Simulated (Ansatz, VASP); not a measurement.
**Ta2N in VASP and in Ansatz**

```
Ta N
1.0
     3.11286    0.00000    0.00000
    -1.55643    2.69582    0.00000
     0.00000    0.00000    4.86984
Ta N
2 1
Direct
  0.66667 0.33333 0.74529
  0.33333 0.66667 0.25471
  0.96788 0.00000 0.00000
```

Alike in both runs: task single point; functional PBE; k mesh 12 × 12 × 7; no spin polarisation.

|  | VASP | Ansatz |
| --- | --- | --- |
| version | VASP 6.6.1 | Ansatz 0.2.0 |
| potentials or method | VASP PAW PBE potentials, release 64 (Ta_pv, N), cutoff 520 eV | plane waves, PAW |
| occupations | methfessel-paxton of order 1, width 0.1 eV | cold |
| valence electrons in the cell | 27 | 31 |

```csv
,VASP,Ansatz,Ansatz less VASP
rms of the force components (eV/Å),0.521,0.515,-0.0056
```

Atom by atom the forces differ by 0.021 eV/Å (rms over components). VASP's potentials hold 27 valence electrons a cell and Ansatz's 31, so a difference there can come from the potentials and not from the codes.

Neither program's run includes spin-orbit coupling.
